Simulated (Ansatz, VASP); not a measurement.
**Ta4H3 in VASP and in Ansatz**

```
CELL_PARAMETERS angstrom
4.38905 0.00000 0.00000
0.00000 4.38905 0.00000
0.00000 0.00000 4.54273
ATOMIC_POSITIONS crystal
Ta 0.25549 0.25549 0.25972
Ta 0.74451 0.74451 0.25972
Ta 0.74451 0.25549 0.74028
Ta 0.25549 0.74451 0.74028
H 0.00000 0.00000 0.00000
H 0.00000 0.00000 0.50000
H 0.50000 0.50000 0.00000
```

Change from the starting cell: species swapped into the Ti4H3 type (P-42m, No. 111).

Alike in both runs: task relaxation of cell and atoms; functional PBE; k mesh 4 × 4 × 4; occupations gaussian, width 0.2 eV; no spin polarisation.

|  | VASP | Ansatz |
| --- | --- | --- |
| version | VASP 6.6.1 | Ansatz 0.2.0 |
| potentials or method | VASP PAW PBE potentials, release 64 (Ta_pv, H), cutoff 600 eV | scalar-relativistic, plane waves, PAW |
| valence electrons in the cell | 47 | 55 |

|  | VASP | Ansatz | Ansatz less VASP |
| --- | --- | --- | --- |
| gap on the k mesh at the Fermi level, each at its own relaxed structure (eV) | none | none | - |
| relaxed volume (Å³/atom) | 11.88 | 11.83 | -0.050 |
| relaxed cell length with the largest relative difference (Å) | 4.995 | 4.956 | -0.0394 |

A gap of «none» marks a metal or a gap that the smearing closes. VASP's potentials hold 47 valence electrons a cell and Ansatz's 55, so a difference there can come from the potentials and not from the codes.

Neither program's run includes spin-orbit coupling.
